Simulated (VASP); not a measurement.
# AgCl (R-3m) in VASP: further runs

AgCl is run at these levels: PBEsol; tasks: single point.

Everything below comes from runs of VASP 6.6.1. Logs are shortened: lines on timing, memory, paths and dates and some standing lists are left out, and cuts for length are marked.

## 1. The cell of the first run

It takes space group R-3m (No. 166, trigonal). The conventional cell has a = 4.504 Å, b = 4.504 Å, c = 5.976 Å, α = 90.00°, β = 90.00°, γ = 120.00°. Ag (site symmetry -3m) has 8 Cl at 2.78 to 2.99 Å and 6 Ag at 3.28 Å within 3.7 Å. Cl (site symmetry -3m) has 8 Ag at 2.78 to 2.99 Å and 6 Cl at 3.28 Å within 3.7 Å.

## 2. Single point, PBEsol

INCAR reads:

```
SYSTEM = AgCl
ALGO = Normal
EDIFF = 1E-6
ENCUT = 520
GGA = PS
ISIF = 2
ISMEAR = 0
LASPH = .TRUE.
LCHARG = .FALSE.
LREAL = .FALSE.
LWAVE = .FALSE.
NBANDS = 16
NELM = 60
PREC = Accurate
SIGMA = 0.05
```

KPOINTS reads:

```
k-points
0
G
  12 12 12
  0 0 0
```

POSCAR reads:

```
AgCl
1.0
    3.2732380321      0.0886380333      0.0886380333
    0.0886380333      3.2732380321      0.0886380333
    0.0886380333      0.0886380333      3.2732380321
Ag Cl
1 1
Direct
    0.0000000000      0.0000000000      0.0000000000
    0.5000000000      0.5000000000      0.5000000000
```

Potentials or basis: VASP PAW PBE potentials, release 64 (Ag, Cl).

The run is started by

```console
> cat potpaw_PBE.64/Ag/POTCAR potpaw_PBE.64/Cl/POTCAR > POTCAR
> mpirun -np 1 vasp_std > vasp.out
```

OUTCAR:

```text
SYSTEM = AgCl
   EDIFF = 1E-6
   ENCUT = 520
   GGA = PS
   ISIF = 2
   ISMEAR = 0
   LASPH = .TRUE.
   LREAL = .FALSE.
   NELM = 60
   PREC = Accurate

 ion  position               nearest neighbor table
   1  0.000  0.000  0.000-   2 2.78   2 2.78   2 2.78   2 2.78   2 2.78   2 2.78   2 2.99   2 2.99

   2  0.500  0.500  0.500-   1 2.78   1 2.78   1 2.78   1 2.78   1 2.78   1 2.78   1 2.99   1 2.99

  LATTYP: Found a trigonal (rhomboedric) cell.
 ALAT       =     3.2756374367
 COS(alpha) =     0.0548121522

  Lattice vectors:

 A1 = (   3.2732380321,   0.0886380333,   0.0886380333)
 A2 = (   0.0886380333,   3.2732380321,   0.0886380333)
 A3 = (   0.0886380333,   0.0886380333,   3.2732380321)

Analysis of symmetry for initial positions (statically):
=====================================================================
 Subroutine PRICEL returns:
 Original cell was already a primitive cell.

 Routine SETGRP: Setting up the symmetry group for a
 trigonal (rhombohedral) supercell.

 Subroutine GETGRP returns: Found 12 space group operations
 (whereof 12 operations were pure point group operations)
 out of a pool of 12 trial point group operations.

The static configuration has the point symmetry D_3d.

Analysis of symmetry for dynamics (positions and initial velocities):
=====================================================================
 Subroutine PRICEL returns:
 Original cell was already a primitive cell.

 Routine SETGRP: Setting up the symmetry group for a
 trigonal (rhombohedral) supercell.

 Subroutine GETGRP returns: Found 12 space group operations
 (whereof 12 operations were pure point group operations)
 out of a pool of 12 trial point group operations.

The dynamic configuration has the point symmetry D_3d.

 Subroutine INISYM returns: Found 12 space group operations
 (whereof 12 operations are pure point group operations),
 and found     1 'primitive' translations

----------------------------------------------------------------------------------------

                                     Primitive cell

  volume of cell :      34.9940

  direct lattice vectors                    reciprocal lattice vectors
     3.273238032  0.088638033  0.088638033     0.305944748 -0.008066431 -0.008066431
     0.088638033  3.273238032  0.088638033    -0.008066431  0.305944748 -0.008066431
     0.088638033  0.088638033  3.273238032    -0.008066431 -0.008066431  0.305944748
[... 77 lines left out ...]
   ICHARG =      2    charge: 1-file 2-atom 10-const
   ISPIN  =      1    spin polarized calculation?
   LNONCOLLINEAR =      F non collinear calculations
   LSORBIT =      F    spin-orbit coupling
   LASPH  =      T    aspherical Exc in radial PAW
   ENCUT  =  520.0 eV  38.22 Ry    6.18 a.u.   6.09  6.09  6.09*2*pi/ulx,y,z
   NELM   =     60;   NELMIN=  2; NELMDL= -5     # of ELM steps
   EDIFF  = 0.1E-05   stopping-criterion for ELM
   LREAL  =      F    real-space projection
   EDIFFG = 0.1E-04   stopping-criterion for IOM
   NSW    =      0    number of steps for IOM
   IBRION =     -1    ionic relax: 0-MD 1-quasi-New 2-CG
   NFREE  =      0    steps in history (QN), initial steepest desc. (CG)
   ISIF   =      2    stress and relaxation
   ISYM   =      2    0-nonsym 1-usesym 2-fastsym
   POTIM  = 0.5000    time-step for ionic-motion
   TEBEG  =    0.0;   TEEND  =   0.0 temperature during run
   PSTRESS=    0.0 pullay stress
   NELECT =      18.0000    total number of electrons
   NUPDOWN=      -1.0000    fix difference up-down
   EMIN   =  10.00;   EMAX   =-10.00  energy-range for DOS
   EFERMI =   0.00;   METHOD = LEGACY
   ISMEAR =     0;   SIGMA  =   0.05  broadening in eV -4-tet -1-fermi 0-gaus
   EFERMI_NEDOS =   21; number of points for ismear=-14 and -15
   IALGO  =     38    algorithm
   IMIX   =      4    mixing-type and parameters
     AMIX     =   0.40;   BMIX     =  1.00
     AMIX_MAG =   1.60;   BMIX_MAG =  1.00
  volume/ion in A,a.u.               =      17.50       118.08
  Fermi-wavevector in a.u.,A,eV,Ry     =   1.311700  2.478753 23.409592  1.720557
  Thomas-Fermi vector in A             =   2.442143
   LORBIT       =      0    0 simple, 1 ext, 2 COOP (PROOUT), +10 PAW based schemes
   GGA     = PS    functional components
   LHFCALC =     F    Hartree Fock is set to
   AEXX    =    0.0000 exact exchange contribution
   IVDW    =     0    specifies the selected vdW correction
   LEPSILON=     F    determine dielectric tensor
   LRPA    =     F    only Hartree local field effects (RPA)
 non-spin polarized calculation
 Gauss-broadening in eV      SIGMA  =   0.05
  energy-cutoff  :      520.00
  volume of cell :       34.99
 maximum number of plane-waves:       962
   NGX = 13   NGY = 13   NGZ = 13

 number of electron      18.0000000 magnetization

 Free energy of the ion-electron system (eV)
  ---------------------------------------------------
  ext. energy  EPLUGINS =         0.00000000
  ---------------------------------------------------
  free energy    TOTEN  =        -5.80674653 eV

  energy without entropy =       -5.80674653  energy(sigma->0) =       -5.80674653

 E-fermi :   6.1377     XC(G=0): -11.4029

 val. band max:        5.9588195089   @ k =   0.5000  -0.0000  -0.0000
 cond. band min:       6.3097197008   @ k =   0.0000   0.0000   0.0000
 fundamental gap:      0.3509001919
 Fermi energy:         6.1376548505

 k-point     1 :       0.0000    0.0000    0.0000
  band No.  band energies     occupation
      1      -9.8395      2.00000
      2       2.2880      2.00000
      3       2.2880      2.00000
      4       3.5220      2.00000
      5       3.5220      2.00000
      6       3.5881      2.00000
[... 433 lines left out ...]
      3       1.7955      2.00000
      4       2.3626      2.00000
      5       2.6864      2.00000
      6       3.4750      2.00000
[... 8 lines left out ...]
     15      20.6543      0.00000
     16      22.6402      0.00000

 [... further k-points ...]
[... 5 lines left out ...]
  --------------------------------------------------------------------------------------
  -------------------------------------------------------------------------------------
  Total        0.9226694      0.9226694      0.9226694      0.1113788      0.1113788      0.1113788
  in kB       42.2438142     42.2438142     42.2438142      5.0994048      5.0994048      5.0994048
  external PRESSURE =      42.2438142 kB  Pullay stress =       0.0000000 kB

 VOLUME and BASIS-vectors are now :
 -----------------------------------------------------------------------------
  energy-cutoff  :      520.00
  volume of cell :       34.99
      direct lattice vectors                 reciprocal lattice vectors
     3.273238032  0.088638033  0.088638033     0.305944748 -0.008066431 -0.008066431
     0.088638033  3.273238032  0.088638033    -0.008066431  0.305944748 -0.008066431
     0.088638033  0.088638033  3.273238032    -0.008066431 -0.008066431  0.305944748

 POSITION                                       TOTAL-FORCE (eV/Angst)
 -----------------------------------------------------------------------------------
      0.00000      0.00000      0.00000        -0.000000     -0.000000      0.000000
      1.72526      1.72526      1.72526         0.000000      0.000000      0.000000
 -----------------------------------------------------------------------------------
    total drift:                               -0.000000      0.000000     -0.000000

  FREE ENERGIE OF THE ION-ELECTRON SYSTEM (eV)
  ---------------------------------------------------
  free  energy   TOTEN  =        -5.8067465346 eV

  energy  without entropy=       -5.8067465343  energy(sigma->0) =       -5.80674653
```

Run time: 19 s. Hardware: 1 thread of Intel Xeon 6975P-C (Granite Rapids), shared host; peak memory 0.22 GiB.

Results:

```yaml
Free_energy: -5.8067 eV
Pressure: 4.2 GPa
Band_gap_on_the_k_mesh: 0.35 eV, indirect (least direct gap 2.33 eV)
```

Levels at points of the mesh, in eV from the valence-band top:
```
           k point  band 6  band 7  band 8  band 9  band 10  band 11  band 12  band 13
(0.00, 0.00, 0.00)   -2.37   -2.37   -2.33   -1.98     0.35     8.95     8.95    13.60
(0.50, 0.00, 0.00)   -2.35   -1.87   -0.37    0.00     4.55     6.02     8.33     9.71
(0.50, 0.50, 0.00)   -2.80   -2.65   -1.97   -1.46     2.36     8.87     9.51    10.28
(0.50, 0.50, 0.50)   -1.95   -0.67   -0.21   -0.21     3.45     4.18     4.18     7.26
```

Caveat: the PAW data sets were made with another functional, which shifts forces and pressure a little.

## 3. Single point, PBEsol

INCAR reads:

```
SYSTEM = AgCl
PREC = Accurate
ENCUT = 520
EDIFF = 1E-7
ISMEAR = 0
SIGMA = 0.05
LREAL = .FALSE.
LASPH = .TRUE.
NELM = 60
ALGO = Normal
ISIF = 2
LWAVE = .FALSE.
LCHARG = .FALSE.
GGA = PS
NBANDS = 16
```

KPOINTS reads:

```
regular mesh
0
G
  12 12 12
  0 0 0
```

POSCAR reads:

```
AgCl
1.0
    3.2731923146     -0.0862250456     -0.0862250456
   -0.0862250456      3.2731923146     -0.0862250456
   -0.0862250456     -0.0862250456      3.2731923146
Ag Cl
1 1
Direct
    0.0000000000      0.0000000000      0.0000000000
    0.5000000000      0.5000000000      0.5000000000
```

Potentials or basis: VASP PAW PBE potentials, release 64 (Ag, Cl).

The run is started by

```console
> cat potpaw_PBE.64/Ag/POTCAR potpaw_PBE.64/Cl/POTCAR > POTCAR
> mpirun -np 1 vasp_std > vasp.out
```

Run time: 25 s. Hardware: 1 thread of Intel Xeon 6975P-C (Granite Rapids), shared host; peak memory 0.21 GiB.

The run converged. Its results:

```yaml
Free_energy: -5.8045 eV
Pressure: 4.3 GPa
Band_gap_on_the_k_mesh: 0.33 eV, indirect (least direct gap 2.45 eV)
```

Stress tensor (GPa, compression positive):
```
 4.31 -0.31 -0.31
-0.31  4.31 -0.31
-0.31 -0.31  4.31
```

Levels at points of the mesh, in eV from the valence-band top:
```csv
k point,band 7,band 8,band 9,band 10,band 11,band 12
"(0.00, 0.00, 0.00)",-2.38,-2.12,-2.12,0.33,8.92,8.92
"(0.50, 0.00, 0.00)",-1.90,-0.45,0.00,4.52,6.02,8.32
"(0.50, 0.50, 0.00)",-2.68,-2.00,-1.48,2.34,8.87,9.44
"(0.50, 0.50, 0.50)",-0.54,-0.54,-0.11,3.63,3.63,4.49
```

Caveat: the PAW data sets were made with another functional, which shifts forces and pressure a little.

## 4. Single point, PBEsol

This run uses another cell than the first one, of 17.99 Å³/atom, 1.028 times its volume.

INCAR reads:

```
  PREC = Accurate
  ENCUT = 520
  EDIFF = 1E-6
  ISMEAR = 0
  SIGMA = 0.05
  LREAL = False
  LASPH = True
  NELM = 80
  ALGO = Normal
  ISIF = 2
  LWAVE = False
  LCHARG = False
  GGA = PS
  NBANDS = 16
```

KPOINTS reads:

```
Automatic mesh
0
Gamma
  12 12 12
```

POSCAR reads:

```
AgCl
1.0
    3.3036350514      0.0894611730      0.0894611730
    0.0894611730      3.3036350514      0.0894611730
    0.0894611730      0.0894611730      3.3036350514
Ag Cl
1 1
Direct
    0.0000000000      0.0000000000      0.0000000000
    0.5000000000      0.5000000000      0.5000000000
```

The run is started by

```console
> cat potpaw_PBE.64/Ag/POTCAR potpaw_PBE.64/Cl/POTCAR > POTCAR
> mpirun -np 1 vasp_std > vasp.out
```

Run time: 34 s. Hardware: 1 thread of Intel Xeon 6975P-C (Granite Rapids), shared host; peak memory 0.23 GiB.

Results (log left out):

```
Free energy            : -5.8262 eV
Pressure               : 2.0 GPa
Band gap on the k mesh : 0.33 eV, indirect (least direct gap 2.21 eV)
```

Stress tensor (GPa, compression positive):
```
1.99 0.58 0.58
0.58 1.99 0.58
0.58 0.58 1.99
```

Levels at points of the mesh, in eV from the valence-band top:
| k point | band 7 | band 8 | band 9 | band 10 | band 11 | band 12 |
| --- | --- | --- | --- | --- | --- | --- |
| (0.00, 0.00, 0.00) | -2.26 | -2.24 | -1.88 | 0.33 | 9.00 | 9.00 |
| (0.50, 0.00, 0.00) | -1.80 | -0.36 | 0.00 | 4.55 | 5.89 | 8.45 |
| (0.50, 0.50, 0.00) | -2.56 | -1.90 | -1.38 | 2.40 | 8.77 | 9.40 |
| (0.50, 0.50, 0.50) | -0.65 | -0.21 | -0.21 | 3.58 | 4.30 | 4.30 |

Caveat: the PAW data sets were made with another functional, which shifts forces and pressure a little. A k mesh can miss the band edges.

[end of part 1 of 2]
